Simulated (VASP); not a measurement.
**Li: electric field gradients with PBE**

Li:

```
Li
1.0
     3.06465    0.00000    0.00000
    -1.53232    2.65406    0.00000
     0.00000    0.00000    4.96473
Li
2
Cartesian
  -0.0919 1.7163 1.0922
  1.6243 0.9378 3.8725
```

This cell differs from its parent crystal: shortest bond scaled by 0.88.

```json
{
 "Program": "VASP 6.6.1",
 "Task": "electric field gradients",
 "Functional": "PBE",
 "Potentials or basis": "VASP PAW PBE potentials, release 64 (Li_sv)",
 "Cutoff": "520 eV",
 "k mesh": "11 × 11 × 6",
 "Occupations": "fermi-dirac, width 0.05 eV",
 "Spin": "no spin polarisation",
 "Dipole correction": "no",
 "Further INCAR settings": "ALGO = Normal; EDIFF = 1e-08; NBANDS = 10"
}
```

```yaml
Largest_force: 0.406 eV/Å
Band_gap_on_the_k_mesh: zero (bands 3 and 4 overlap by 3.94 eV)
Largest_electric_field_gradient_by_atom: Li -0.27 V/Å²
```

Forces on the atoms (eV/Å):
```
Li   0.051  0.029  0.402
Li  -0.051 -0.029 -0.402
```

Levels at points of the mesh, in eV from the Fermi level:
```tsv
k point	band 1	band 2	band 3	band 4	band 5	band 6	band 7
(0.00, 0.00, 0.00)	-46.55	-46.52	-3.58	0.08	2.86	12.09	12.57
(0.00, 0.00, 0.50)	-46.55	-46.53	-2.56	-2.31	7.28	8.95	12.79
```

It took 56 s on 1 thread of Intel(R) Xeon(R) Platinum 8259CL CPU @ 2.50GHz (Skylake/Cascade Lake), on a shared host, peak memory 0.19 GiB.

Caveat: the cell differs from its parent crystal (shortest bond scaled by 0.88); without QUAD_EFG the Cq values of the log hold for a quadrupole moment of 1 mb, not for the nuclei.
